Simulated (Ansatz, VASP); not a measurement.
Two plane-wave programs on MnSb

Contents of INCAR:

```
ALGO = Normal
EDIFF = 1E-6
ENCUT = 520
GGA = PS
ISIF = 2
ISMEAR = -1
ISPIN = 2
LASPH = True
LCHARG = False
LMAXMIX = 4
LORBIT = 11
LREAL = False
LWAVE = False
MAGMOM = 0 0 5 5
NBANDS = 30
NELM = 150
NUPDOWN = 10.0
PREC = Accurate
SIGMA = 0.05
```

KPOINTS

```
k-points
0
Gamma
  6 6 4
```

The input POSCAR:

```
MnSb
1.0
    4.1500000000      0.0000000000      0.0000000000
   -2.0750000000      3.5940054257      0.0000000000
    0.0000000000      0.0000000000      5.7800000000
Sb Mn
2 2
Direct
    0.6666666667      0.3333333333      0.7500000000
    0.3333333333      0.6666666667      0.2500000000
    0.0000000000      0.0000000000      0.5000000000
    0.0000000000      0.0000000000      0.0000000000
```

Contents of input.yaml:

```yaml
crystal:
  lattice:
    - [4.15, 0.0, 0.0]
    - [-2.075, 3.5940054257, 0.0]
    - [0.0, 0.0, 5.78]
  atoms:
    - { symbol: Sb, position: [0.6666666667, 0.3333333333, 0.75] }
    - { symbol: Sb, position: [0.3333333333, 0.6666666667, 0.25] }
    - { symbol: Mn, position: [0.0, 0.0, 0.5], spin: 5.0 }
    - { symbol: Mn, position: [0.0, 0.0, 0.0], spin: 5.0 }
hamiltonian:
  xc: pbesol
  pseudopotentials: { kind: paw }
magnetization:
  spin_polarized: true
  initial_magnetization: 10.0
  spin_locking: { lock_magnetization: hard }
kpoints:
  mp_grid: { grid: [6, 6, 4] }
scf:
  occupations: { method: fermi_dirac, width: 0.05 }
  lower_state_search: "off"
output:
  forces: true
  stress: true
  eigenvalues: true
  write_density: true
  write_potential: true
  elf: true
  volumetric_format: npy
```

Alike in both runs: task single point; functional PBEsol; k mesh 6 × 6 × 4; occupations fermi-dirac, width 0.05 eV; collinear spin; fixed moment 10 μB.

```csv
,VASP,Ansatz
version,VASP 6.6.1,Ansatz 0.2.0
potentials or method,"VASP PAW PBE potentials, release 64 (Sb, Mn_pv)",Ansatz PAW
plane-wave cutoff (eV),520,420
valence electrons in the cell,36,60
```

|  | VASP | Ansatz | Ansatz less VASP |
| --- | --- | --- | --- |
| pressure (GPa) | 6.9 | 6.8 | -0.18 |
| traceless stress, the component that is largest in VASP (GPa) | -0.86 | -0.82 | +0.036 |
| net moment per atom (μB) | 2.50 | 2.50 | 0.000 |
| size of the moment on the site where the two differ most (μB) | 4.16 | 4.22 | +0.058 |

VASP's potentials were made for PBE, not for PBEsol. Site moments also hang on the region over which each program counts them. VASP's potentials hold 36 valence electrons a cell and Ansatz's 60, so a difference there can come from the potentials and not from the codes.

Spin-orbit coupling is off throughout.
